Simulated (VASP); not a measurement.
BaTiO3, 30 atoms in the cell. The structure is orthorhombic, space group Amm2 (No. 38). Conventional cell: a = 3.950 Å, b = 5.657 Å, c = 5.677 Å, α = 90.00°, β = 90.00°, γ = 90.00°. Within 3.6 Å of Ba (site symmetry mm2) lie 12 O at 2.75 to 2.93 Å and 8 Ti at 3.40 to 3.52 Å. Within 2.5 Å of Ti (site symmetry mm2) lie 6 O at 1.87 to 2.15 Å. O (site symmetry m) has 2 Ti at 1.87 to 2.15 Å within 2.5 Å. O (site symmetry m) has 2 Ti at 1.87 to 2.15 Å within 2.5 Å. Within 2.6 Å of O (site symmetry mm2) lie 2 Ti at 1.98 Å. 

| Item | Value |
| --- | --- |
| Program | VASP 6.6.1 |
| Task | single point |
| Functional | PBEsol |
| Potentials or basis | VASP PAW PBE potentials, release 64 (Ba_sv, Ti_sv, O) |
| Cutoff | 520 eV |
| k mesh | 2 × 2 × 2, shifted |
| Occupations | gaussian, width 0.02 eV |
| Spin | no spin polarisation |
| Dipole correction | no |
| Further INCAR settings | LREAL = Auto; ALGO = Normal; EDIFF = 1e-06; NBANDS = 141 |

Potentials or basis: VASP PAW PBE potentials, release 64 (Ba_sv, Ti_sv, O).

Launch:

```bash
$ cat potpaw_PBE.64/Ba_sv/POTCAR potpaw_PBE.64/Ti_sv/POTCAR potpaw_PBE.64/O/POTCAR > POTCAR
$ mpirun -np 1 vasp_std > vasp.out
```

Hardware: 1 thread of AMD EPYC 9R45 96-Core Processor (Zen 5), with other jobs on the host.

Problem. Estimate the wall time of this run.

Solution. It took 4.1 min on 1 thread of AMD EPYC 9R45 96-Core Processor (Zen 5) (shared host), peak memory 0.49 GiB. Counts: scf iterations 18, k points 3.
